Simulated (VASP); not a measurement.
A run of VASP 6.6.1 is set up as follows.

File INCAR:

```
ALGO     = Normal         # electronic algorithm
EDIFF    = 1E-7           # SCF threshold, eV
ENCUT    = 520            # plane-wave cutoff, eV
GGA      = PS             # functional
ISIF     = 2              # what is computed and relaxed
ISMEAR   = -1             # smearing method
LASPH    = True           # aspherical terms in the spheres
LCHARG   = False          # write CHGCAR
LREAL    = False          # projectors in reciprocal space
LWAVE    = False          # write WAVECAR
NBANDS   = 14             # bands
NELM     = 100            # most SCF steps
PREC     = Accurate       # precision mode
SIGMA    = 0.05           # smearing width, eV
```

KPOINTS

```
k-points
0
Gamma
  10 10 10
```

File POSCAR:

```
ZrB
1.0
    0.0000000000      2.2935772291      2.2935772291
    2.2935772291      0.0000000000      2.2935772291
    2.2935772291      2.2935772291      0.0000000000
Zr B
1 1
Direct
    0.0000000000      0.0000000000      0.0000000000
    0.5000000000      0.5000000000      0.5000000000
```

Potentials or basis: VASP PAW PBE potentials, release 64 (Zr_sv, B).

Launch:

```console
$ cat potpaw_PBE.64/Zr_sv/POTCAR potpaw_PBE.64/B/POTCAR > POTCAR
$ mpirun -np 1 vasp_std > vasp.out
```

**Question.** What does it give for the pressure?

**Answer.** 41.5 GPa.

Caveat: the PAW data sets were made with another functional, which shifts forces and pressure a little.
